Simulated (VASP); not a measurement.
Here is a VASP 6.6.1 calculation.

File INCAR:

```
PREC     = Accurate       # precision mode
ENCUT    = 520            # plane-wave cutoff, eV
EDIFF    = 1E-6           # SCF threshold, eV
ISMEAR   = -1             # smearing method
SIGMA    = 0.02           # smearing width, eV
LREAL    = F              # projectors in reciprocal space
LASPH    = T              # aspherical terms in the spheres
NELM     = 60             # most SCF steps
ALGO     = Normal         # electronic algorithm
ISIF     = 2              # what is computed and relaxed
LWAVE    = F              # write WAVECAR
LCHARG   = T              # write CHGCAR
GGA      = PE             # functional
LELF     = T              # ELF
LVHAR    = T            
NBANDS   = 9              # bands
```

Contents of KPOINTS:

```
Automatic mesh
0
Gamma
  10 10 10
```

The input POSCAR:

```
LiH
1.0
    2.5016587118      0.0716725221      0.0000000000
    0.0716725221      2.5016587118      0.0000000000
    0.0000000000      0.0000000000      2.5016587118
Li H
1 1
Direct
    0.0000000000      0.0000000000      0.0000000000
    0.5000000000      0.5000000000      0.5000000000
```

Potentials or basis: VASP PAW PBE potentials, release 64 (Li_sv, H).

Run with:

```sh
$ cat potpaw_PBE.64/Li_sv/POTCAR potpaw_PBE.64/H/POTCAR > POTCAR
$ mpirun -np 1 vasp_std > vasp.out
```

Task: Predict the band gap on the k mesh.

Result: 0.80 eV, indirect (least direct gap 3.71 eV).

Caveat: the cell differs from its parent crystal (shear xy strain +5.7%). A k mesh can miss the band edges.
